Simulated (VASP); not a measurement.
# CsGeBr3 (P4/mmm) in VASP: notebook

CsGeBr3 is run at these levels: LDA; tasks: single point.

Program: VASP 6.6.1. These are calculated values, not measurements. Logs are shortened: lines on timing, memory, paths and dates and some standing lists are left out, and cuts for length are marked.

## Step 1: The cell of the first run

Symmetry: P4/mmm, No. 123, tetragonal system. The conventional cell has a = 5.091 Å, b = 5.091 Å, c = 5.533 Å, α = 90.00°, β = 90.00°, γ = 90.00°. Cs (site symmetry 4/mmm) has 12 Br at 3.60 to 3.76 Å and 8 Ge at 4.54 Å within 4.7 Å. Within 3.4 Å of Ge (site symmetry 4/mmm) lie 6 Br at 2.55 to 2.77 Å. Br (site symmetry 4/mmm) has 2 Ge at 2.77 Å and 4 Cs at 3.60 Å within 3.6 Å. Within 3.4 Å of Br (site symmetry mmm) lie 2 Ge at 2.55 Å.

## Step 2: Single point, LDA (strain -0.080 along x and y, +0.000 along z)

File INCAR:

```
ALGO     = Normal         # electronic algorithm
EDIFF    = 1E-6           # SCF threshold, eV
ENCUT    = 520            # plane-wave cutoff, eV
GGA      = CA             # functional
ISIF     = 2              # what is computed and relaxed
ISMEAR   = 0              # smearing method
LASPH    = True           # aspherical terms in the spheres
LCHARG   = False          # write CHGCAR
LREAL    = False          # projectors in reciprocal space
LWAVE    = False          # write WAVECAR
NBANDS   = 30             # bands
NELM     = 60             # most SCF steps
PREC     = Accurate       # precision mode
SIGMA    = 0.05           # smearing width, eV
```

File KPOINTS:

```
k-points
0
Gamma
  6 6 6
```

File POSCAR:

```
CsGeBr3
1.0
    5.0906609688      0.0000000000      0.0000000000
    0.0000000000      5.0906609688      0.0000000000
    0.0000000000      0.0000000000      5.5333271400
Cs Ge Br
1 1 3
Direct
    0.0000000000      0.0000000000      0.0000000000
    0.5000000000      0.5000000000      0.5000000000
    0.5000000000      0.5000000000      0.0000000000
    0.5000000000      0.0000000000      0.5000000000
    0.0000000000      0.5000000000      0.5000000000
```

Potentials or basis: VASP PAW LDA potentials, release 64 (Cs_sv, Ge_d, Br).

On the command line:

```bash
> cat potpaw_LDA.64/Cs_sv/POTCAR potpaw_LDA.64/Ge_d/POTCAR potpaw_LDA.64/Br/POTCAR > POTCAR
> mpirun -np 1 vasp_std > vasp.out
```

OUTCAR:

```text
EDIFF = 1E-6
   ENCUT = 520
   GGA = CA
   ISIF = 2
   ISMEAR = 0
   LASPH = True
   LREAL = False
   NELM = 60
   PREC = Accurate

 ion  position               nearest neighbor table
   1  0.000  0.000  0.000-
   2  0.500  0.500  0.500-   4 2.55   5 2.55   4 2.55   5 2.55   3 2.77   3 2.77
   3  0.500  0.500  0.000-   2 2.77   2 2.77
   4  0.500  0.000  0.500-   2 2.55   2 2.55
   5  0.000  0.500  0.500-   2 2.55   2 2.55

  LATTYP: Found a simple tetragonal cell.
 ALAT       =     5.0906609688
 C/A-ratio  =     1.0869565217

  Lattice vectors:

 A1 = (   5.0906609688,   0.0000000000,   0.0000000000)
 A2 = (   0.0000000000,   5.0906609688,   0.0000000000)
 A3 = (   0.0000000000,   0.0000000000,   5.5333271400)

Analysis of symmetry for initial positions (statically):
=====================================================================
 Subroutine PRICEL returns:
 Original cell was already a primitive cell.

 Routine SETGRP: Setting up the symmetry group for a
 simple tetragonal supercell.

 Subroutine GETGRP returns: Found 16 space group operations
 (whereof 16 operations were pure point group operations)
 out of a pool of 16 trial point group operations.

The static configuration has the point symmetry D_4h.

Analysis of symmetry for dynamics (positions and initial velocities):
=====================================================================
 Subroutine PRICEL returns:
 Original cell was already a primitive cell.

 Routine SETGRP: Setting up the symmetry group for a
 simple tetragonal supercell.

 Subroutine GETGRP returns: Found 16 space group operations
 (whereof 16 operations were pure point group operations)
 out of a pool of 16 trial point group operations.

The dynamic configuration has the point symmetry D_4h.

 Subroutine INISYM returns: Found 16 space group operations
 (whereof 16 operations are pure point group operations),
 and found     1 'primitive' translations

----------------------------------------------------------------------------------------

                                     Primitive cell

  volume of cell :     143.3952

  direct lattice vectors                    reciprocal lattice vectors
     5.090660969  0.000000000  0.000000000     0.196438145  0.000000000  0.000000000
     0.000000000  5.090660969  0.000000000     0.000000000  0.196438145  0.000000000
     0.000000000  0.000000000  5.533327140     0.000000000  0.000000000  0.180723094

  length of vectors
     5.090660969  5.090660969  5.533327140     0.196438145  0.196438145  0.180723094

  position of ions in fractional coordinates (direct lattice)
     0.000000000  0.000000000  0.000000000
     0.500000000  0.500000000  0.500000000
     0.500000000  0.500000000  0.000000000
     0.500000000  0.000000000  0.500000000
     0.000000000  0.500000000  0.500000000

  ion indices of the primitive-cell ions
   primitive index   ion index
                 1           1
                 2           2
                 3           3
                 4           4
                 5           5

----------------------------------------------------------------------------------------

 KPOINTS: k-points

Automatic generation of k-mesh.
 Grid dimensions read from file:
 generate k-points for:    6    6    6

 Generating k-lattice:

  Cartesian coordinates                     Fractional coordinates (reciprocal lattice)
     0.032739691  0.000000000  0.000000000     0.166666667  0.000000000  0.000000000
     0.000000000  0.032739691  0.000000000     0.000000000  0.166666667  0.000000000
     0.000000000  0.000000000  0.030120516     0.000000000  0.000000000  0.166666667

  Length of vectors
     0.032739691  0.032739691  0.030120516

  Shift w.r.t. Gamma in fractional coordinates (k-lattice)
     0.000000000  0.000000000  0.000000000

 Subroutine IBZKPT returns following result:
 ===========================================

 Found     40 irreducible k-points:

 Following reciprocal coordinates:
            Coordinates               Weight
  0.000000  0.000000  0.000000      1.000000
  0.166667  0.000000  0.000000      4.000000
  0.333333  0.000000  0.000000      4.000000
  0.500000  0.000000  0.000000      2.000000
  0.166667  0.166667  0.000000      4.000000
  0.333333  0.166667  0.000000      8.000000
[... 16 lines left out ...]
  0.333333  0.000000  0.333333      8.000000
  0.500000  0.000000  0.333333      4.000000
 [... further k-points ...]
   k-points           NKPTS =     40   k-points in BZ     NKDIM =     40   number of bands    NBANDS=     30
   number of dos      NEDOS =    301   number of ions     NIONS =      5
   total plane-waves  NPLWV =  67200
   dimension x,y,z NGX =    40 NGY =   40 NGZ =   42
   dimension x,y,z NGXF=    80 NGYF=   80 NGZF=   84
   ions per type =               1   1   3
   NGX,Y,Z   is equivalent  to a cutoff of  13.06, 13.06, 12.62 a.u.
   NGXF,Y,Z  is equivalent  to a cutoff of  26.13, 26.13, 25.24 a.u.
 SYSTEM =  unknown system
   PREC   = accura    normal or accurate (medium, high low for compatibility)
   ISTART =      0    job   : 0-new  1-cont  2-samecut
   ICHARG =      2    charge: 1-file 2-atom 10-const
   ISPIN  =      1    spin polarized calculation?
   LNONCOLLINEAR =      F non collinear calculations
   LSORBIT =      F    spin-orbit coupling
   LASPH  =      T    aspherical Exc in radial PAW
   ENCUT  =  520.0 eV  38.22 Ry    6.18 a.u.   9.47  9.47 10.29*2*pi/ulx,y,z
   NELM   =     60;   NELMIN=  2; NELMDL= -5     # of ELM steps
   EDIFF  = 0.1E-05   stopping-criterion for ELM
   LREAL  =      F    real-space projection
   EDIFFG = 0.1E-04   stopping-criterion for IOM
   NSW    =      0    number of steps for IOM
   IBRION =     -1    ionic relax: 0-MD 1-quasi-New 2-CG
   NFREE  =      0    steps in history (QN), initial steepest desc. (CG)
   ISIF   =      2    stress and relaxation
   ISYM   =      2    0-nonsym 1-usesym 2-fastsym
   POTIM  = 0.5000    time-step for ionic-motion
   TEBEG  =    0.0;   TEEND  =   0.0 temperature during run
   PSTRESS=    0.0 pullay stress
   NELECT =      44.0000    total number of electrons
   NUPDOWN=      -1.0000    fix difference up-down
   EMIN   =  10.00;   EMAX   =-10.00  energy-range for DOS
   EFERMI =   0.00;   METHOD = LEGACY
   ISMEAR =     0;   SIGMA  =   0.05  broadening in eV -4-tet -1-fermi 0-gaus
   EFERMI_NEDOS =   21; number of points for ismear=-14 and -15
   IALGO  =     38    algorithm
   IMIX   =      4    mixing-type and parameters
     AMIX     =   0.40;   BMIX     =  1.00
     AMIX_MAG =   1.60;   BMIX_MAG =  1.00
  volume/ion in A,a.u.               =      28.68       193.54
  Fermi-wavevector in a.u.,A,eV,Ry     =   1.104199  2.086634 16.588988  1.219256
  Thomas-Fermi vector in A             =   2.240669
   LORBIT       =      0    0 simple, 1 ext, 2 COOP (PROOUT), +10 PAW based schemes
   GGA     = CA    functional components
   LHFCALC =     F    Hartree Fock is set to
   AEXX    =    0.0000 exact exchange contribution
   IVDW    =     0    specifies the selected vdW correction
   LEPSILON=     F    determine dielectric tensor
   LRPA    =     F    only Hartree local field effects (RPA)
 non-spin polarized calculation
 Gauss-broadening in eV      SIGMA  =   0.05
  energy-cutoff  :      520.00
  volume of cell :      143.40
 maximum number of plane-waves:      3896
 NGX is ok and might be reduce to    40
   NGX = 19   NGY = 19   NGZ = 21

 number of electron      43.9999988 magnetization

 Free energy of the ion-electron system (eV)
  ---------------------------------------------------
  ext. energy  EPLUGINS =         0.00000000
  ---------------------------------------------------
  free energy    TOTEN  =       -17.93725438 eV

  energy without entropy =      -17.93680369  energy(sigma->0) =      -17.93702903

 E-fermi :   3.5185     XC(G=0):  -9.3539

 val. band max:        3.4785621065   @ k =   0.5000   0.5000   0.1667
 cond. band min:       3.5643690846   @ k =   0.5000   0.3333   0.5000
 fundamental gap:      0.0858069782
 Fermi energy:         3.5184904949

 k-point     1 :       0.0000    0.0000    0.0000
  band No.  band energies     occupation
      1     -21.9909      2.00000
      2     -21.9776      2.00000
      3     -21.9534      2.00000
      4     -21.9534      2.00000
      5     -21.9492      2.00000
      6     -18.1870      2.00000
[... 22 lines left out ...]
     29       8.5013      0.00000
     30      10.2321      0.00000

 k-point     2 :       0.1667    0.0000    0.0000
  band No.  band energies     occupation
      1     -21.9901      2.00000
      2     -21.9772      2.00000
      3     -21.9534      2.00000
      4     -21.9534      2.00000
      5     -21.9493      2.00000
      6     -18.1834      2.00000
[... 22 lines left out ...]
     29       8.4057      0.00000
     30       9.0249      0.00000

 k-point     3 :       0.3333    0.0000    0.0000
  band No.  band energies     occupation
      1     -21.9885      2.00000
      2     -21.9764      2.00000
      3     -21.9536      2.00000
      4     -21.9534      2.00000
      5     -21.9494      2.00000
      6     -18.1761      2.00000
[... 22 lines left out ...]
     29       8.7576      0.00000
     30       8.8708      0.00000

 k-point     4 :       0.5000    0.0000    0.0000
  band No.  band energies     occupation
      1     -21.9878      2.00000
      2     -21.9759      2.00000
      3     -21.9537      2.00000
      4     -21.9534      2.00000
      5     -21.9495      2.00000
      6     -18.1724      2.00000
[... 616 lines left out ...]
     29       8.6191      0.00000
     30       9.0575      0.00000

 k-point    23 :       0.3333    0.0000    0.3333
  band No.  band energies     occupation
      1     -21.9884      2.00000
      2     -21.9754      2.00000
      3     -21.9537      2.00000
      4     -21.9534      2.00000
      5     -21.9494      2.00000
      6     -18.1718      2.00000
[... 22 lines left out ...]
     29       9.0384      0.00000
     30       9.3896      0.00000

 k-point    24 :       0.5000    0.0000    0.3333
  band No.  band energies     occupation
      1     -21.9877      2.00000
      2     -21.9749      2.00000
      3     -21.9537      2.00000
      4     -21.9534      2.00000
      5     -21.9495      2.00000
      6     -18.1687      2.00000
[... 22 lines left out ...]
     29       9.1040      0.00000
     30       9.7825      0.00000

 [... further k-points ...]

------------------------ aborting loop because EDIFF is reached ----------------------------------------

  FORCE on cell =-STRESS in cart. coord.  units (eV):
  Direction    XX          YY          ZZ          XY          YZ          ZX
  --------------------------------------------------------------------------------------
  -------------------------------------------------------------------------------------
  Total        5.2537012      5.2537012     -0.2723895      0.0000000     -0.0000000      0.0000000
  in kB       58.7004267     58.7004267     -3.0434505      0.0000000     -0.0000000      0.0000000
  external PRESSURE =      38.1191343 kB  Pullay stress =       0.0000000 kB

 VOLUME and BASIS-vectors are now :
 -----------------------------------------------------------------------------
  energy-cutoff  :      520.00
  volume of cell :      143.40
      direct lattice vectors                 reciprocal lattice vectors
     5.090660969  0.000000000  0.000000000     0.196438145  0.000000000  0.000000000
     0.000000000  5.090660969  0.000000000     0.000000000  0.196438145  0.000000000
     0.000000000  0.000000000  5.533327140     0.000000000  0.000000000  0.180723094

 POSITION                                       TOTAL-FORCE (eV/Angst)
 -----------------------------------------------------------------------------------
      0.00000      0.00000      0.00000         0.000000      0.000000      0.000000
      2.54533      2.54533      2.76666         0.000000      0.000000      0.000000
      2.54533      2.54533      0.00000         0.000000      0.000000      0.000000
      2.54533      0.00000      2.76666         0.000000      0.000000      0.000000
      0.00000      2.54533      2.76666         0.000000      0.000000      0.000000
 -----------------------------------------------------------------------------------
    total drift:                               -0.000000      0.000000     -0.000000

  FREE ENERGIE OF THE ION-ELECTRON SYSTEM (eV)
  ---------------------------------------------------
  free  energy   TOTEN  =       -17.9372543776 eV

  energy  without entropy=      -17.9368036899  energy(sigma->0) =      -17.93702903
```

Run time: 1.9 min. Hardware: 1 thread of AMD EPYC 7R13 (Zen 3), shared host; peak memory 0.28 GiB.

Results:

| Property | Result |
| --- | --- |
| Free energy | -17.9373 eV |
| Pressure | 3.8 GPa |
| Band gap on the k mesh | 0.09 eV (least direct gap 0.37 eV) |

Stress tensor (GPa, compression positive):
```
 5.87  0.00  0.00
 0.00  5.87  0.00
 0.00  0.00 -0.30
```

Caveat: the cell differs from its parent crystal (strain -0.080 along x and y, +0.000 along z); the stress differs along the axes, from -0 to 6 GPa; spin-orbit coupling is left out, which moves the levels of the heavy elements.

[end of part 1 of 2]
